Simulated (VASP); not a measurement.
## NbP: single point with PBE

NbP:

```
CELL_PARAMETERS angstrom
-1.67492 1.67492 5.74011
1.67492 -1.67492 5.74011
1.67492 1.67492 -5.74011
ATOMIC_POSITIONS crystal
Nb 0.24988 0.74988 0.50000
Nb 0.49988 0.49988 0.00000
P 0.83275 0.33275 0.50000
P 0.08275 0.08275 0.00000
```

```
Program             : VASP 6.6.1
Task                : single point
Functional          : PBE
Potentials or basis : VASP PAW PBE potentials, release 64 (Nb_sv, P)
Cutoff              : 520 eV
k mesh              : 11 × 11 × 11
Occupations         : gaussian, width 0.022 eV
Spin                : no spin polarisation
```

The pressure is -1.5 GPa and the largest force is 0.018 eV/Å. The band gap on the k mesh is zero (filled and empty bands touch).

Forces on the atoms (eV/Å):
```
Nb   0.000  0.000  0.018
Nb   0.000  0.000  0.018
P    0.000  0.000 -0.018
P    0.000  0.000 -0.018
```

Stress tensor (GPa, compression positive):
```
-1.33  0.00  0.00
 0.00 -1.33  0.00
 0.00  0.00 -1.75
```

Levels at points of the mesh, in eV from the Fermi level:
```tsv
k point	band 15	band 16	band 17	band 18	band 19	band 20	band 21	band 22
(0.00, 0.00, 0.00)	-2.12	-1.70	-1.35	-1.35	0.84	1.60	2.65	3.14
```

Run time: 4.2 min on 1 thread of Intel(R) Xeon(R) 6975P-C (Granite Rapids) (shared host), peak memory 0.43 GiB.
